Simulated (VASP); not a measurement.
Input of a VASP 6.6.1 run:

The input INCAR:

```
SYSTEM = KBr
ALGO     = Normal         ! electronic algorithm
EDIFF    = 1E-6           ! SCF threshold, eV
ENCUT    = 520            ! plane-wave cutoff, eV
GGA      = PE             ! functional
ISIF     = 2              ! what is computed and relaxed
ISMEAR   = 0              ! smearing method
LASPH    = .True.         ! aspherical terms in the spheres
LCHARG   = .False.        ! write CHGCAR
LREAL    = .False.        ! projectors in reciprocal space
LWAVE    = .False.        ! write WAVECAR
NBANDS   = 15             ! bands
NELM     = 100            ! most SCF steps
PREC     = Accurate       ! precision mode
SIGMA    = 0.05           ! smearing width, eV
```

The input KPOINTS:

```
k-points
0
Gamma
  6 6 6
  0 0 0
```

Contents of POSCAR:

```
KBr
1.0
    0.0000000000      3.1937250000      3.1937250000
    3.1937250000      0.0000000000      3.1937250000
    3.1937250000      3.1937250000      0.0000000000
K Br
1 1
Direct
    0.0000000000      0.0000000000      0.0000000000
    0.5000000000      0.5000000000      0.5000000000
```

Potentials or basis: VASP PAW PBE potentials, release 64 (K_sv, Br).

The run is started by

```bash
$ cat potpaw_PBE.64/K_sv/POTCAR potpaw_PBE.64/Br/POTCAR > POTCAR
$ mpirun -np 1 vasp_std > vasp.out
```

**Question.** Estimate the band gap on the k mesh.

**Answer.** 4.71 eV, direct.

**Question.** Predict the pressure.

**Answer.** 2.9 GPa.

Caveat: the cell differs from its parent crystal (strain -0.030 along x and y, -0.030 along z).
